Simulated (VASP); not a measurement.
# ZrB2 (P6/mmm) in VASP: notebook

ZrB2 is run at these levels: LDA; tasks: single point.

All numbers are computed with VASP 6.6.1; they aren't measurements. Logs are shortened: lines on timing, memory, paths and dates and some standing lists are left out, and cuts for length are marked.

## 1. The cell of the first run

The structure is hexagonal, space group P6/mmm (No. 191). Conventional cell: a = 3.195 Å, b = 3.195 Å, c = 3.547 Å, α = 90.00°, β = 90.00°, γ = 120.00°. Zr (site symmetry 6/mmm) has 12 B at 2.56 Å and 6 Zr at 3.20 Å within 3.4 Å. Within 2.4 Å of B (site symmetry -6m2) lie 3 B at 1.84 Å.

## 2. Single point, LDA

The input, INCAR:

```
SYSTEM = ZrB2
PREC     = Accurate       ! precision mode
ENCUT    = 520            ! plane-wave cutoff, eV
EDIFF    = 1E-6           ! SCF threshold, eV
ISMEAR   = 0              ! smearing method
SIGMA    = 0.15           ! smearing width, eV
LREAL    = .False.        ! projectors in reciprocal space
LASPH    = .True.         ! aspherical terms in the spheres
NELM     = 100            ! most SCF steps
ALGO     = Normal         ! electronic algorithm
ISIF     = 2              ! what is computed and relaxed
LWAVE    = .False.        ! write WAVECAR
LCHARG   = .False.        ! write CHGCAR
NBANDS   = 16             ! bands
```

The input, KPOINTS:

```
regular mesh
0
Gamma
  15 15 12
  0 0 0
```

The input, POSCAR:

```
ZrB2
1.0
    3.1952000000      0.0000000000      0.0000000000
   -1.5976000000      2.7671243702      0.0000000000
    0.0000000000      0.0000000000      3.5470000000
Zr B
1 2
Direct
    0.0000000000      0.0000000000      0.0000000000
    0.3333333333      0.6666666667      0.5000000000
    0.6666666667      0.3333333333      0.5000000000
```

Potentials or basis: VASP PAW LDA potentials, release 64 (Zr_sv, B).

The run is started by

```console
$ cat potpaw_LDA.64/Zr_sv/POTCAR potpaw_LDA.64/B/POTCAR > POTCAR
$ mpirun -np 1 vasp_std > vasp.out
```

OUTCAR:

```text
SYSTEM = ZrB2
   PREC = Accurate
   ENCUT = 520
   EDIFF = 1E-6
   ISMEAR = 0
   LREAL = .False.
   LASPH = .True.
   NELM = 100
   ISIF = 2

 ion  position               nearest neighbor table
   1  0.000  0.000  0.000-   2 2.56   3 2.56   2 2.56   3 2.56   3 2.56   3 2.56   2 2.56   2 2.56
                             3 2.56   3 2.56   2 2.56   2 2.56
   2  0.333  0.667  0.500-   3 1.84   3 1.84   3 1.84   1 2.56   1 2.56   1 2.56   1 2.56   1 2.56
                             1 2.56
   3  0.667  0.333  0.500-   2 1.84   2 1.84   2 1.84   1 2.56   1 2.56   1 2.56   1 2.56   1 2.56
                             1 2.56

  LATTYP: Found a hexagonal cell.
 ALAT       =     3.1952000000
 C/A-ratio  =     1.1101026540

  Lattice vectors:

 A1 = (   3.1952000000,   0.0000000000,   0.0000000000)
 A2 = (  -1.5976000000,   2.7671243702,   0.0000000000)
 A3 = (   0.0000000000,   0.0000000000,   3.5470000000)

Analysis of symmetry for initial positions (statically):
=====================================================================
 Subroutine PRICEL returns:
 Original cell was already a primitive cell.

 Routine SETGRP: Setting up the symmetry group for a
 hexagonal supercell.

 Subroutine GETGRP returns: Found 24 space group operations
 (whereof 24 operations were pure point group operations)
 out of a pool of 24 trial point group operations.

The static configuration has the point symmetry D_6h.

Analysis of symmetry for dynamics (positions and initial velocities):
=====================================================================
 Subroutine PRICEL returns:
 Original cell was already a primitive cell.

 Routine SETGRP: Setting up the symmetry group for a
 hexagonal supercell.

 Subroutine GETGRP returns: Found 24 space group operations
 (whereof 24 operations were pure point group operations)
 out of a pool of 24 trial point group operations.

The dynamic configuration has the point symmetry D_6h.

 Subroutine INISYM returns: Found 24 space group operations
 (whereof 24 operations are pure point group operations),
 and found     1 'primitive' translations

----------------------------------------------------------------------------------------

                                     Primitive cell

  volume of cell :      31.3609

  direct lattice vectors                    reciprocal lattice vectors
     3.195200000  0.000000000  0.000000000     0.312969454  0.180692999  0.000000000
    -1.597600000  2.767124370  0.000000000     0.000000000  0.361385997  0.000000000
     0.000000000  0.000000000  3.547000000     0.000000000  0.000000000  0.281928390

  length of vectors
     3.195200000  3.195200000  3.547000000     0.361385997  0.361385997  0.281928390

  position of ions in fractional coordinates (direct lattice)
     0.000000000  0.000000000  0.000000000
     0.333333333  0.666666667  0.500000000
     0.666666667  0.333333333  0.500000000

  ion indices of the primitive-cell ions
   primitive index   ion index
                 1           1
                 2           2
                 3           3

----------------------------------------------------------------------------------------

 KPOINTS: regular mesh

Automatic generation of k-mesh.
 Grid dimensions read from file:
 generate k-points for:   15   15   12

 Generating k-lattice:

  Cartesian coordinates                     Fractional coordinates (reciprocal lattice)
     0.020864630  0.012046200  0.000000000     0.066666667  0.000000000  0.000000000
     0.000000000  0.024092400  0.000000000     0.000000000  0.066666667  0.000000000
     0.000000000  0.000000000  0.023494033     0.000000000  0.000000000  0.083333333

  Length of vectors
     0.024092400  0.024092400  0.023494033

  Shift w.r.t. Gamma in fractional coordinates (k-lattice)
     0.000000000  0.000000000  0.000000000

 Subroutine IBZKPT returns following result:
 ===========================================

 Found    189 irreducible k-points:

 Following reciprocal coordinates:
            Coordinates               Weight
  0.000000  0.000000  0.000000      1.000000
  0.066667  0.000000  0.000000      6.000000
  0.133333  0.000000  0.000000      6.000000
  0.200000  0.000000  0.000000      6.000000
  0.266667  0.000000  0.000000      6.000000
  0.333333  0.000000  0.000000      6.000000
[... 16 lines left out ...]
  0.333333  0.200000  0.000000     12.000000
  0.400000  0.200000  0.000000      6.000000
 [... further k-points ...]
   k-points           NKPTS =    189   k-points in BZ     NKDIM =    189   number of bands    NBANDS=     16
   number of dos      NEDOS =    301   number of ions     NIONS =      3
   total plane-waves  NPLWV =  16128
   dimension x,y,z NGX =    24 NGY =   24 NGZ =   28
   dimension x,y,z NGXF=    48 NGYF=   48 NGZF=   56
   ions per type =               1   2
   NGX,Y,Z   is equivalent  to a cutoff of  12.49, 12.49, 13.12 a.u.
   NGXF,Y,Z  is equivalent  to a cutoff of  24.97, 24.97, 26.25 a.u.
 SYSTEM =  ZrB2
   PREC   = accura    normal or accurate (medium, high low for compatibility)
   ISTART =      0    job   : 0-new  1-cont  2-samecut
   ICHARG =      2    charge: 1-file 2-atom 10-const
   ISPIN  =      1    spin polarized calculation?
   LNONCOLLINEAR =      F non collinear calculations
   LSORBIT =      F    spin-orbit coupling
   LASPH  =      T    aspherical Exc in radial PAW
   ENCUT  =  520.0 eV  38.22 Ry    6.18 a.u.   5.94  5.94  6.60*2*pi/ulx,y,z
   NELM   =    100;   NELMIN=  2; NELMDL= -5     # of ELM steps
   EDIFF  = 0.1E-05   stopping-criterion for ELM
   LREAL  =      F    real-space projection
   EDIFFG = 0.1E-04   stopping-criterion for IOM
   NSW    =      0    number of steps for IOM
   IBRION =     -1    ionic relax: 0-MD 1-quasi-New 2-CG
   NFREE  =      0    steps in history (QN), initial steepest desc. (CG)
   ISIF   =      2    stress and relaxation
   ISYM   =      2    0-nonsym 1-usesym 2-fastsym
   POTIM  = 0.5000    time-step for ionic-motion
   TEBEG  =    0.0;   TEEND  =   0.0 temperature during run
   PSTRESS=    0.0 pullay stress
   NELECT =      18.0000    total number of electrons
   NUPDOWN=      -1.0000    fix difference up-down
   EMIN   =  10.00;   EMAX   =-10.00  energy-range for DOS
   EFERMI =   0.00;   METHOD = LEGACY
   ISMEAR =     0;   SIGMA  =   0.15  broadening in eV -4-tet -1-fermi 0-gaus
   EFERMI_NEDOS =   21; number of points for ismear=-14 and -15
   IALGO  =     38    algorithm
   IMIX   =      4    mixing-type and parameters
     AMIX     =   0.40;   BMIX     =  1.00
     AMIX_MAG =   1.60;   BMIX_MAG =  1.00
  volume/ion in A,a.u.               =      10.45        70.54
  Fermi-wavevector in a.u.,A,eV,Ry     =   1.360514  2.570999 25.184363  1.850998
  Thomas-Fermi vector in A             =   2.487170
   LORBIT       =      0    0 simple, 1 ext, 2 COOP (PROOUT), +10 PAW based schemes
   GGA     = CA    functional components
   LHFCALC =     F    Hartree Fock is set to
   AEXX    =    0.0000 exact exchange contribution
   IVDW    =     0    specifies the selected vdW correction
   LEPSILON=     F    determine dielectric tensor
   LRPA    =     F    only Hartree local field effects (RPA)
 non-spin polarized calculation
 Gauss-broadening in eV      SIGMA  =   0.15
  energy-cutoff  :      520.00
  volume of cell :       31.36
 maximum number of plane-waves:       861
 NGX is ok and might be reduce to    24
   NGX = 11   NGY = 11   NGZ = 13

 number of electron      18.0000000 magnetization

 Free energy of the ion-electron system (eV)
  ---------------------------------------------------
  ext. energy  EPLUGINS =         0.00000000
  ---------------------------------------------------
  free energy    TOTEN  =       -27.41556327 eV

  energy without entropy =      -27.41285578  energy(sigma->0) =      -27.41420952

 E-fermi :  10.2297     XC(G=0): -12.4958

 val. band max:       10.2034623076   @ k =   0.0667   0.0667   0.4167
 cond. band min:      10.2461289888   @ k =   0.4000   0.1333   0.0000
 fundamental gap:      0.0426666811
 Fermi energy:        10.2296875781

 k-point     1 :       0.0000    0.0000    0.0000
  band No.  band energies     occupation
      1     -38.1620      2.00000
      2     -16.4930      2.00000
      3     -15.9629      2.00000
      4     -15.9629      2.00000
      5      -2.2266      2.00000
      6       7.6276      2.00000
[... 8 lines left out ...]
     15      15.2864      0.00000
     16      15.2864      0.00000

 k-point     2 :       0.0667    0.0000    0.0000
  band No.  band energies     occupation
      1     -38.1574      2.00000
      2     -16.4861      2.00000
      3     -16.0039      2.00000
      4     -15.9719      2.00000
      5      -2.1393      2.00000
      6       7.3701      2.00000
[... 8 lines left out ...]
     15      15.6844      0.00000
     16      15.9085      0.00000

 k-point     3 :       0.1333    0.0000    0.0000
  band No.  band energies     occupation
      1     -38.1443      2.00000
      2     -16.4666      2.00000
      3     -16.1182      2.00000
      4     -15.9970      2.00000
      5      -1.8840      2.00000
      6       6.7144      2.00000
[... 8 lines left out ...]
     15      16.3883      0.00000
     16      17.0180      0.00000

 k-point     4 :       0.2000    0.0000    0.0000
  band No.  band energies     occupation
      1     -38.1249      2.00000
      2     -16.4376      2.00000
      3     -16.2826      2.00000
      4     -16.0337      2.00000
      5      -1.4776      2.00000
      6       5.8583      2.00000
[... 8 lines left out ...]
     15      16.8407      0.00000
     16      17.6952      0.00000
[... 324 lines left out ...]
 k-point    22 :       0.2667    0.2000    0.0000
  band No.  band energies     occupation
      1     -38.0600      2.00000
      2     -16.6760      2.00000
      3     -16.3404      2.00000
      4     -16.2885      2.00000
      5       0.5383      2.00000
      6       3.7034      2.00000
[... 8 lines left out ...]
     15      17.9225      0.00000
     16      19.7993      0.00000

 k-point    23 :       0.3333    0.2000    0.0000
  band No.  band energies     occupation
      1     -38.0492      2.00000
      2     -16.7252      2.00000
      3     -16.3443      2.00000
      4     -16.3241      2.00000
      5       1.2978      2.00000
      6       2.9412      2.00000
[... 8 lines left out ...]
     15      18.8925      0.00000
     16      19.8573      0.00000

 k-point    24 :       0.4000    0.2000    0.0000
  band No.  band energies     occupation
      1     -38.0453      2.00000
      2     -16.7418      2.00000
      3     -16.3647      2.00000
      4     -16.3183      2.00000
      5       2.0594      2.00000
      6       2.1689      2.00000
[... 8 lines left out ...]
     15      19.3771      0.00000
     16      19.6777      0.00000

 [... further k-points ...]
[... 5 lines left out ...]
  --------------------------------------------------------------------------------------
  -------------------------------------------------------------------------------------
  Total       -2.6369045     -2.6369045     -2.2105719      0.0000000     -0.0000000      0.0000000
  in kB     -134.7153431   -134.7153431   -112.9346752      0.0000000     -0.0000000      0.0000000
  external PRESSURE =    -127.4551204 kB  Pullay stress =       0.0000000 kB

 VOLUME and BASIS-vectors are now :
 -----------------------------------------------------------------------------
  energy-cutoff  :      520.00
  volume of cell :       31.36
      direct lattice vectors                 reciprocal lattice vectors
     3.195200000  0.000000000  0.000000000     0.312969454  0.180692999  0.000000000
    -1.597600000  2.767124370  0.000000000     0.000000000  0.361385997  0.000000000
     0.000000000  0.000000000  3.547000000     0.000000000  0.000000000  0.281928390

 POSITION                                       TOTAL-FORCE (eV/Angst)
 -----------------------------------------------------------------------------------
      0.00000      0.00000      0.00000        -0.000000      0.000000      0.000000
     -0.00000      1.84475      1.77350         0.000000      0.000000      0.000000
      1.59760      0.92237      1.77350        -0.000000      0.000000      0.000000
 -----------------------------------------------------------------------------------
    total drift:                               -0.000000      0.000000      0.000000

  FREE ENERGIE OF THE ION-ELECTRON SYSTEM (eV)
  ---------------------------------------------------
  free  energy   TOTEN  =       -27.4155632732 eV

  energy  without entropy=      -27.4128557758  energy(sigma->0) =      -27.41420952
```

Wall time 55 s (1 thread of Intel Xeon 6975P-C (Granite Rapids), shared host); peak memory 0.2 GiB.

Results:

| Quantity | Value |
| --- | --- |
| Free energy | -27.4156 eV |
| Pressure | -12.7 GPa |
| Band gap on the k mesh | zero (band 9 reaches 10.94 eV, above the bottom of band 10 at 10.01 eV) |

Stress tensor (GPa, compression positive):
```
-13.47   0.00   0.00
  0.00 -13.47   0.00
  0.00   0.00 -11.29
```

Levels at points of the mesh, in eV from the Fermi level:
| k point | band 7 | band 8 | band 9 | band 10 | band 11 | band 12 |
| --- | --- | --- | --- | --- | --- | --- |
| (0.00, 0.00, 0.00) | -2.60 | -2.53 | -2.26 | 3.29 | 3.29 | 4.09 |
| (0.00, 0.00, 0.50) | -0.95 | -0.95 | 0.28 | 0.28 | 0.75 | 0.75 |

(Continued in part 2 of 2.)
